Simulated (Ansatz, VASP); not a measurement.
## One calculation of HgTe, two programs

The input INCAR:

```
SYSTEM = HgTe
ALGO = Normal
EDIFF = 1E-8
ENCUT = 520
ISIF = 2
ISMEAR = -1
LASPH = .TRUE.
LCHARG = .FALSE.
LEFG = .TRUE.
LREAL = .FALSE.
LWAVE = .FALSE.
NBANDS = 16
NELM = 80
PREC = Accurate
SIGMA = 0.08
```

KPOINTS

```
k-points
0
G
  10 10 10
  0 0 0
```

The input POSCAR:

```
HgTe
1.0
   -0.0876450000      2.8776775000      2.8776775000
    2.8776775000     -0.0876450000      2.8776775000
    2.8776775000      2.8776775000     -0.0876450000
Hg Te
1 1
Direct
    0.0000000000      0.0000000000      0.0000000000
    0.5000000000      0.5000000000      0.5000000000
```

Input for Ansatz:

```yaml
crystal:
  lattice:
    - [-0.087645, 2.8776775, 2.8776775]
    - [2.8776775, -0.087645, 2.8776775]
    - [2.8776775, 2.8776775, -0.087645]
  atoms:
    - { symbol: Hg, position: [0.0, 0.0, 0.0] }
    - { symbol: Te, position: [0.5, 0.5, 0.5] }
kpoints:
  mp_grid: { grid: [10, 10, 10] }
scf:
  occupations: { method: fermi_dirac, width: 0.08 }
hamiltonian:
  xc: lda
  pseudopotentials: { kind: all_electron, datasets: crystal }
output:
  forces: true
  stress: true
  eigenvalues: true
  efg: { contact_densities: true }
```

Change from the starting cell: equal xy, yz and zx shear strains of -3 %, crystal datasets.

Alike in both runs: task electric field gradients; functional LDA; k mesh 10 × 10 × 10; occupations fermi-dirac, width 0.08 eV; no spin polarisation.

```csv
,VASP,Ansatz
version,VASP 6.6.1,Ansatz 0.2.0
potentials or method,"VASP PAW LDA potentials, release 64 (Hg, Te), cutoff 520 eV","all-electron PAW with datasets made for the crystal, scalar-relativistic"
```

Ansatz gave:

| Quantity | Value |
| --- | --- |
| pressure (GPa) | 3.9 |
| traceless stress, the component that is largest in VASP (GPa) | 0.57 |
| size of Vzz on the site where it differs most (V/Å²) | 18.1 |

Which values does VASP return?

Pressure (GPa): 4.4; traceless stress, the component that is largest in VASP (GPa): 0.56; size of Vzz on the site where it differs most (V/Å²): 23.8.

LDA's correlation is that of Perdew and Zunger in VASP and of Perdew and Wang (1992) in Ansatz. Ansatz ran all-electron here, and VASP with PAW potentials.

Spin-orbit coupling is off throughout.
